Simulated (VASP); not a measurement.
Write the native input for VASP 6.6.1 that does the following.

* Task: single point
* Functional: PBE
* Potentials or basis: VASP PAW PBE potentials, release 64 (In_d, Sb)
* Cutoff: 520 eV
* k mesh: 8 × 8 × 8
* Occupations: gaussian, width 0.15 eV
* Spin: no spin polarisation
* Dipole correction: no
* Further INCAR settings: ALGO = Normal; EDIFF = 1e-06; NBANDS = 22

The structure of InSb3 lies in POSCAR:

```
InSb3
1.0
    4.8620013280     -0.1684851945     -0.1684851945
   -0.1684851945      4.8620013280     -0.1684851945
   -0.1684851945     -0.1684851945      4.8620013280
In Sb
1 3
Direct
    0.0000000000      0.0000000000      0.0000000000
    0.5000000000      0.0000000000      0.5000000000
    0.0000000000      0.5000000000      0.5000000000
    0.5000000000      0.5000000000      0.0000000000
```

The input as run:

INCAR

```
SYSTEM = InSb3
PREC     = Accurate       ! precision mode
ENCUT    = 520            ! plane-wave cutoff, eV
EDIFF    = 1E-6           ! SCF threshold, eV
ISMEAR   = 0              ! smearing method
SIGMA    = 0.15           ! smearing width, eV
LREAL    = .FALSE.        ! projectors in reciprocal space
LASPH    = .TRUE.         ! aspherical terms in the spheres
NELM     = 60             ! most SCF steps
ALGO     = Normal         ! electronic algorithm
ISIF     = 2              ! what is computed and relaxed
LWAVE    = .FALSE.        ! write WAVECAR
LCHARG   = .FALSE.        ! write CHGCAR
GGA      = PE             ! functional
NBANDS   = 22             ! bands
```

KPOINTS

```
regular mesh
0
G
  8 8 8
  0 0 0
```

Potentials or basis: VASP PAW PBE potentials, release 64 (In_d, Sb).

Command:

```console
$ cat potpaw_PBE.64/In_d/POTCAR potpaw_PBE.64/Sb/POTCAR > POTCAR
$ mpirun -np 1 vasp_std > vasp.out
```

Results of the run:

| Item | Value |
| --- | --- |
| Pressure | -1.0 GPa |
| Band gap on the k mesh | zero (band 14 reaches 10.15 eV, above the bottom of band 15 at 6.35 eV) |

Caveat: spin-orbit coupling is left out, which moves the levels of the heavy elements.

Wall time 72 s on 1 thread of Intel(R) Xeon(R) Platinum 8375C CPU @ 2.90GHz (Ice Lake), on a shared host, peak memory 0.3 GiB.
